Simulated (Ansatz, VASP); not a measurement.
One calculation of Mo, two programs

```
Mo
1.0
    -1.59457    1.59457    1.57100
     1.59457   -1.59457    1.57100
     1.59457    1.59457   -1.57100
Mo
1
Direct
  0.00000 0.00000 0.00000
```

Change from the starting cell: strain +0.015 along x and y, +0.000 along z, atoms carried along.

Alike in both runs: task single point; functional PBEsol; k mesh 22 × 22 × 22; occupations gaussian, width 0.15 eV; no spin polarisation.

|  | VASP | Ansatz |
| --- | --- | --- |
| version | VASP 6.6.1 | Ansatz 0.2.0 |
| potentials or method | VASP PAW PBE potentials, release 64 (Mo_sv), cutoff 500 eV | scalar-relativistic, plane waves, PAW |
| valence electrons in the cell | 14 | 14 |

|  | VASP | Ansatz | Ansatz less VASP |
| --- | --- | --- | --- |
| gap on the k mesh at the Fermi level (eV) | none | none | - |
| pressure (GPa) | -10.1 | -10.6 | -0.48 |
| traceless stress, the component that is largest in VASP (GPa) | 2.88 | 2.88 | +0.003 |

VASP's potentials were made for PBE, not for PBEsol. A gap of «none» marks a metal or a gap that the smearing closes.
